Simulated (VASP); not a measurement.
A run of VASP 6.6.1 is set up as follows.

File INCAR:

```
SYSTEM = Be
PREC = Accurate ; ENCUT = 520
EDIFF = 1E-6 ; ISMEAR = -1
SIGMA = 0.05 ; LREAL = .FALSE.
LASPH = .TRUE. ; NELM = 80
ALGO = Normal ; ISIF = 2
LWAVE = .FALSE. ; LCHARG = .FALSE.
GGA = PS ; NBANDS = 12
```

Contents of KPOINTS:

```
regular mesh
0
G
  9 9 14
  0 0 0
```

Contents of POSCAR:

```
Be
1.0
    3.7093458600      0.0000000000      0.0000000000
    0.0000000000      3.7093458600      0.0000000000
    0.0000000000      0.0000000000      2.2812800000
Be
4
Direct
    0.2974080000      0.2974080000      0.0000000000
    0.7025920000      0.7025920000      0.0000000000
    0.2025920000      0.7974080000      0.5000000000
    0.7974080000      0.2025920000      0.5000000000
```

Potentials or basis: VASP PAW PBE potentials, release 64 (Be).

Launch:

```console
$ cat potpaw_PBE.64/Be/POTCAR > POTCAR
$ mpirun -np 1 vasp_std > vasp.out
```

Task: Predict the pressure.

Result: 1.6 GPa.

Task: Predict the largest force.

Result: 0.060 eV/Å.

Task: What does it give for the band gap on the k mesh?

Result: Zero (band 4 reaches 8.00 eV, above the bottom of band 5 at 6.04 eV).

Forces on the atoms (eV/Å):
```
Be  -0.042 -0.042  0.000
Be   0.042  0.042  0.000
Be   0.042 -0.042  0.000
Be  -0.042  0.042  0.000
```

Caveat: the cell differs from its parent crystal (equal xx and yy strain of -1 %); the PAW data sets were made with another functional, which shifts forces and pressure a little.
